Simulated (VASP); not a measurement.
# CdPd (P4/mmm) in VASP: notebook

Runs on CdPd. Level: LDA. Tasks: electric field gradients, vibrations by perturbation theory.

Everything below comes from runs of VASP 6.6.1. Logs are shortened: lines on timing, memory, paths and dates and some standing lists are left out, and cuts for length are marked.

**1. The cell of the first run**

It takes space group P4/mmm (No. 123, tetragonal). Conventional cell: a = 2.969 Å, b = 2.969 Å, c = 3.614 Å, α = 90.00°, β = 90.00°, γ = 90.00°. Cd (site symmetry 4/mmm) has 8 Pd at 2.77 Å and 6 Cd at 2.97 to 3.61 Å within 3.7 Å. Pd (site symmetry 4/mmm) has 8 Cd at 2.77 Å and 6 Pd at 2.97 to 3.61 Å within 3.7 Å.

**2. Electric field gradients, LDA**

INCAR

```
SYSTEM = CdPd
PREC = Accurate
ENCUT = 520
EDIFF = 1E-8
ISMEAR = -1
SIGMA = 0.15
LREAL = .False.
LASPH = .True.
NELM = 60
ALGO = Fast
ISIF = 2
LWAVE = .False.
LCHARG = .False.
LEFG = .True.
NBANDS = 18
```

KPOINTS

```
regular mesh
0
Gamma
  14 14 12
  0 0 0
```

POSCAR

```
CdPd
1.0
    2.9688783375      0.0000000000      0.0000000000
    0.0000000000      2.9688783375      0.0000000000
    0.0000000000      0.0000000000      3.6136401709
Cd Pd
1 1
Direct
    0.0000000000      0.0000000000      0.0000000000
    0.5000000000      0.5000000000      0.5000000000
```

Potentials or basis: VASP PAW LDA potentials, release 64 (Cd, Pd).

The run is started by

```sh
$ cat potpaw_LDA.64/Cd/POTCAR potpaw_LDA.64/Pd/POTCAR > POTCAR
$ mpirun -np 1 vasp_std > vasp.out
```

OUTCAR:

```text
SYSTEM = CdPd
   PREC = Accurate
   ENCUT = 520
   EDIFF = 1E-8
   ISMEAR = -1
   LREAL = .False.
   LASPH = .True.
   NELM = 60
   ISIF = 2

 ion  position               nearest neighbor table
   1  0.000  0.000  0.000-   2 2.77   2 2.77   2 2.77   2 2.77   2 2.77   2 2.77   2 2.77   2 2.77

   2  0.500  0.500  0.500-   1 2.77   1 2.77   1 2.77   1 2.77   1 2.77   1 2.77   1 2.77   1 2.77

  LATTYP: Found a simple tetragonal cell.
 ALAT       =     2.9688783375
 C/A-ratio  =     1.2171735451

  Lattice vectors:

 A1 = (   2.9688783375,   0.0000000000,   0.0000000000)
 A2 = (   0.0000000000,   2.9688783375,   0.0000000000)
 A3 = (   0.0000000000,   0.0000000000,   3.6136401709)

Analysis of symmetry for initial positions (statically):
=====================================================================
 Subroutine PRICEL returns:
 Original cell was already a primitive cell.

 Routine SETGRP: Setting up the symmetry group for a
 simple tetragonal supercell.

 Subroutine GETGRP returns: Found 16 space group operations
 (whereof 16 operations were pure point group operations)
 out of a pool of 16 trial point group operations.

The static configuration has the point symmetry D_4h.

Analysis of symmetry for dynamics (positions and initial velocities):
=====================================================================
 Subroutine PRICEL returns:
 Original cell was already a primitive cell.

 Routine SETGRP: Setting up the symmetry group for a
 simple tetragonal supercell.

 Subroutine GETGRP returns: Found 16 space group operations
 (whereof 16 operations were pure point group operations)
 out of a pool of 16 trial point group operations.

The dynamic configuration has the point symmetry D_4h.

 Subroutine INISYM returns: Found 16 space group operations
 (whereof 16 operations are pure point group operations),
 and found     1 'primitive' translations

----------------------------------------------------------------------------------------

                                     Primitive cell

  volume of cell :      31.8515

  direct lattice vectors                    reciprocal lattice vectors
     2.968878338  0.000000000  0.000000000     0.336827544  0.000000000  0.000000000
     0.000000000  2.968878338  0.000000000     0.000000000  0.336827544  0.000000000
     0.000000000  0.000000000  3.613640171     0.000000000  0.000000000  0.276729268

  length of vectors
     2.968878338  2.968878338  3.613640171     0.336827544  0.336827544  0.276729268

  position of ions in fractional coordinates (direct lattice)
     0.000000000  0.000000000  0.000000000
     0.500000000  0.500000000  0.500000000

  ion indices of the primitive-cell ions
   primitive index   ion index
                 1           1
                 2           2

----------------------------------------------------------------------------------------

 KPOINTS: regular mesh

Automatic generation of k-mesh.
 Grid dimensions read from file:
 generate k-points for:   14   14   12

 Generating k-lattice:

  Cartesian coordinates                     Fractional coordinates (reciprocal lattice)
     0.024059110  0.000000000  0.000000000     0.071428571  0.000000000  0.000000000
     0.000000000  0.024059110  0.000000000     0.000000000  0.071428571  0.000000000
     0.000000000  0.000000000  0.023060772     0.000000000  0.000000000  0.083333333

  Length of vectors
     0.024059110  0.024059110  0.023060772

  Shift w.r.t. Gamma in fractional coordinates (k-lattice)
     0.000000000  0.000000000  0.000000000

 Subroutine IBZKPT returns following result:
 ===========================================

 Found    252 irreducible k-points:

 Following reciprocal coordinates:
            Coordinates               Weight
  0.000000  0.000000  0.000000      1.000000
  0.071429  0.000000  0.000000      4.000000
  0.142857  0.000000  0.000000      4.000000
  0.214286  0.000000  0.000000      4.000000
  0.285714  0.000000  0.000000      4.000000
  0.357143  0.000000  0.000000      4.000000
[... 16 lines left out ...]
  0.285714  0.214286  0.000000      8.000000
  0.357143  0.214286  0.000000      8.000000
 [... further k-points ...]
   k-points           NKPTS =    252   k-points in BZ     NKDIM =    252   number of bands    NBANDS=     18
   number of dos      NEDOS =    301   number of ions     NIONS =      2
   total plane-waves  NPLWV =  16128
   dimension x,y,z NGX =    24 NGY =   24 NGZ =   28
   dimension x,y,z NGXF=    48 NGYF=   48 NGZF=   56
   ions per type =               1   1
   NGX,Y,Z   is equivalent  to a cutoff of  13.44, 13.44, 12.88 a.u.
   NGXF,Y,Z  is equivalent  to a cutoff of  26.88, 26.88, 25.76 a.u.
 SYSTEM =  CdPd
   PREC   = accura    normal or accurate (medium, high low for compatibility)
   ISTART =      0    job   : 0-new  1-cont  2-samecut
   ICHARG =      2    charge: 1-file 2-atom 10-const
   ISPIN  =      1    spin polarized calculation?
   LNONCOLLINEAR =      F non collinear calculations
   LSORBIT =      F    spin-orbit coupling
   LASPH  =      T    aspherical Exc in radial PAW
   ENCUT  =  520.0 eV  38.22 Ry    6.18 a.u.   5.52  5.52  6.72*2*pi/ulx,y,z
   NELM   =     60;   NELMIN=  2; NELMDL= -5     # of ELM steps
   EDIFF  = 0.1E-07   stopping-criterion for ELM
   LREAL  =      F    real-space projection
   EDIFFG = 0.1E-06   stopping-criterion for IOM
   NSW    =      0    number of steps for IOM
   IBRION =     -1    ionic relax: 0-MD 1-quasi-New 2-CG
   NFREE  =      0    steps in history (QN), initial steepest desc. (CG)
   ISIF   =      2    stress and relaxation
   ISYM   =      2    0-nonsym 1-usesym 2-fastsym
   POTIM  = 0.5000    time-step for ionic-motion
   TEBEG  =    0.0;   TEEND  =   0.0 temperature during run
   PSTRESS=    0.0 pullay stress
   NELECT =      22.0000    total number of electrons
   NUPDOWN=      -1.0000    fix difference up-down
   EMIN   =  10.00;   EMAX   =-10.00  energy-range for DOS
   EFERMI =   0.00;   METHOD = LEGACY
   ISMEAR =    -1;   SIGMA  =   0.15  broadening in eV -4-tet -1-fermi 0-gaus
   EFERMI_NEDOS =   21; number of points for ismear=-14 and -15
   IALGO  =     68    algorithm
   IMIX   =      4    mixing-type and parameters
     AMIX     =   0.40;   BMIX     =  1.00
     AMIX_MAG =   1.60;   BMIX_MAG =  1.00
  volume/ion in A,a.u.               =      15.93       107.47
  Fermi-wavevector in a.u.,A,eV,Ry     =   1.447124  2.734668 28.492894  2.094169
  Thomas-Fermi vector in A             =   2.565115
   LORBIT       =      0    0 simple, 1 ext, 2 COOP (PROOUT), +10 PAW based schemes
   GGA     = CA    functional components
   LHFCALC =     F    Hartree Fock is set to
   AEXX    =    0.0000 exact exchange contribution
   IVDW    =     0    specifies the selected vdW correction
   LEPSILON=     F    determine dielectric tensor
   LRPA    =     F    only Hartree local field effects (RPA)
 non-spin polarized calculation
 RMM-DIIS sequential band-by-band and
  energy-cutoff  :      520.00
  volume of cell :       31.85
 maximum number of plane-waves:       875
 NGX is ok and might be reduce to    24
   NGX = 11   NGY = 11   NGZ = 13

 number of electron      22.0000008 magnetization

 Free energy of the ion-electron system (eV)
  ---------------------------------------------------
  ext. energy  EPLUGINS =         0.00000000
  ---------------------------------------------------
  free energy    TOTEN  =        -8.88480500 eV

  energy without entropy =       -8.84685132  energy(sigma->0) =       -8.86582816

 E-fermi :   6.7257     XC(G=0): -13.0502

 val. band max:        6.6664565701   @ k =   0.4286   0.0714   0.4167
 cond. band min:       6.7616757063   @ k =   0.2143   0.0000   0.3333
 fundamental gap:      0.0952191362
 Fermi energy:         6.7257112443

 k-point     1 :       0.0000    0.0000    0.0000
  band No.  band energies     occupation
      1      -2.8904      2.00000
      2      -2.7497      2.00000
      3      -2.2482      2.00000
      4      -1.7116      2.00000
      5      -1.7116      2.00000
      6      -1.4086      2.00000
[... 10 lines left out ...]
     17      22.3776      0.00000
     18      23.2202      0.00000
[... 463 lines left out ...]
 k-point    24 :       0.3571    0.2143    0.0000
  band No.  band energies     occupation
      1      -2.2708      2.00000
      2      -2.1840      2.00000
      3      -2.1248      2.00000
      4      -1.8932      2.00000
      5      -1.8387      2.00000
      6       1.0541      2.00000
[... 10 lines left out ...]
     17      20.3462      0.00000
     18      20.6585      0.00000

 [... further k-points ...]

------------------------ aborting loop because EDIFF is reached ----------------------------------------

  FORCE on cell =-STRESS in cart. coord.  units (eV):
  Direction    XX          YY          ZZ          XY          YZ          ZX
  --------------------------------------------------------------------------------------
  -------------------------------------------------------------------------------------
  Total        0.2996254      0.2996254      0.3305118      0.0000000     -0.0000000      0.0000000
  in kB       15.0716051     15.0716051     16.6252360      0.0000000     -0.0000000      0.0000000
  external PRESSURE =      15.5894821 kB  Pullay stress =       0.0000000 kB

 VOLUME and BASIS-vectors are now :
 -----------------------------------------------------------------------------
  energy-cutoff  :      520.00
  volume of cell :       31.85
      direct lattice vectors                 reciprocal lattice vectors
     2.968878338  0.000000000  0.000000000     0.336827544  0.000000000  0.000000000
     0.000000000  2.968878338  0.000000000     0.000000000  0.336827544  0.000000000
     0.000000000  0.000000000  3.613640171     0.000000000  0.000000000  0.276729268

 POSITION                                       TOTAL-FORCE (eV/Angst)
 -----------------------------------------------------------------------------------
      0.00000      0.00000      0.00000         0.000000      0.000000      0.000000
      1.48444      1.48444      1.80682         0.000000      0.000000      0.000000
 -----------------------------------------------------------------------------------
    total drift:                                0.000000      0.000000     -0.000000

  FREE ENERGIE OF THE ION-ELECTRON SYSTEM (eV)
  ---------------------------------------------------
  free  energy   TOTEN  =        -8.8848050037 eV

  energy  without entropy=       -8.8468513240  energy(sigma->0) =       -8.86582816

 Electric field gradients (V/A^2)
---------------------------------------------------------------------
 ion       V_xx      V_yy      V_zz      V_xy      V_xz      V_yz
---------------------------------------------------------------------
   1      16.185    16.185   -32.371    -0.000     0.000    -0.000
   2     -16.172   -16.172    32.345     0.000    -0.000     0.000
---------------------------------------------------------------------

 Electric field gradients after diagonalization (V/A^2)
 (convention: |V_zz| > |V_xx| > |V_yy|)
----------------------------------------------------------------------
 ion       V_xx      V_yy      V_zz     asymmetry (V_yy - V_xx)/ V_zz
----------------------------------------------------------------------
   1      16.185    16.185   -32.371       0.000
   2     -16.172   -16.172    32.345       0.000
----------------------------------------------------------------------

           NMR quadrupolar parameters

 Cq : quadrupolar parameter    Cq=e*Q*V_zz/h
 eta: asymmetry parameters     (V_yy - V_xx)/ V_zz
 Q  : nuclear electric quadrupole moment in mb (millibarn)
----------------------------------------------------------------------
 ion       Cq(MHz)       eta       Q (mb)
----------------------------------------------------------------------
   1      -0.078       0.000       1.000
   2       0.078       0.000       1.000
----------------------------------------------------------------------
```

Wall time 2 min (1 thread of Intel Xeon 8259CL, shared host); peak memory 0.25 GiB.

Results:

```yaml
Free_energy: -8.8848 eV
Pressure: 1.6 GPa
Band_gap_on_the_k_mesh: zero (bands 11 and 12 overlap by 5.80 eV)
Largest_electric_field_gradient_by_atom: Cd -32.4; Pd +32.3 V/Å²
```

Stress tensor (GPa, compression positive):
```
1.51 0.00 0.00
0.00 1.51 0.00
0.00 0.00 1.66
```

Electric field gradients, principal values (V/Å²):
```
atom    least   middle  greatest (by size)
1 Cd   16.185   16.185             -32.371
2 Pd  -16.172  -16.172              32.345
```

Caveat: without QUAD_EFG the Cq values of the log hold for a quadrupole moment of 1 mb, not for the nuclei.

(Continued in part 2 of 2.)
